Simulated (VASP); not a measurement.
**Ge8S9 (a cell with a defect): single point with PBE**

System: Ge8S9 (a cell with a defect).

```
Ge S
1.0
     0.00000   -3.66482   -4.45824
     0.00000   -3.66482    4.45824
   -10.78541    0.00000    0.00000
Ge S
8 9
Direct
  0.21405 0.56589 0.13623
  0.72081 0.05191 0.16999
  0.78682 0.41809 0.86659
  0.26897 0.98285 0.81860
  0.70178 0.54796 0.39480
  0.19031 0.05563 0.39289
  0.29021 0.44804 0.59727
  0.81195 0.94705 0.59890
  0.12795 0.62873 0.36270
  0.62817 0.11585 0.38427
  0.86765 0.36801 0.64387
  0.38091 0.87850 0.62696
  0.14364 0.12715 0.17899
  0.63898 0.60699 0.17685
  0.87697 0.86444 0.82692
  0.35653 0.39205 0.82045
  0.47239 0.93941 0.97766
```

```
Program                : VASP 6.6.1
Task                   : single point
Functional             : PBE
Potentials or basis    : VASP PAW PBE potentials, release 64 (Ge_d, S)
Cutoff                 : 520 eV
k mesh                 : 3 × 3 × 2, shifted
Occupations            : gaussian, width 0.02 eV
Spin                   : no spin polarisation
Dipole correction      : no
Further INCAR settings : LREAL = Auto; ALGO = Normal; EDIFF = 1e-06; NBANDS = 97
```

```
Pressure               : 4.1 GPa
Largest force          : 0.406 eV/Å
Band gap on the k mesh : 1.10 eV
```

Forces in eV/Å, atoms in the order of the input:
```
Ge  -0.037  0.000 -0.019
Ge   0.039 -0.110  0.119
Ge  -0.013  0.001 -0.019
Ge   0.052 -0.007  0.102
Ge   0.021 -0.002  0.028
Ge   0.027 -0.033  0.000
Ge   0.030  0.006 -0.005
Ge   0.032 -0.020  0.006
S   -0.046  0.009  0.014
S   -0.069 -0.041 -0.014
S   -0.062 -0.005  0.025
S   -0.093 -0.010 -0.022
S   -0.039 -0.024 -0.082
S    0.003 -0.021  0.036
S   -0.058 -0.057 -0.043
S   -0.016  0.004 -0.002
S    0.228  0.311 -0.126
```

Stress tensor (GPa, compression positive):
```
6.50 0.19 0.95
0.19 1.91 0.94
0.95 0.94 3.76
```

Levels at points of the mesh, in eV from the valence-band top:
| k point | band 80 | band 81 | band 82 | band 83 | band 84 | band 85 | band 86 | band 87 |
| --- | --- | --- | --- | --- | --- | --- | --- | --- |
| (0.00, 0.00, 0.25) | -1.01 | -0.54 | -0.34 | -0.18 | 1.64 | 1.79 | 2.30 | 2.43 |

Run time: 14 min on 1 thread of Oxide Virtual Turin-like Processor, on a shared host, peak memory 0.48 GiB.
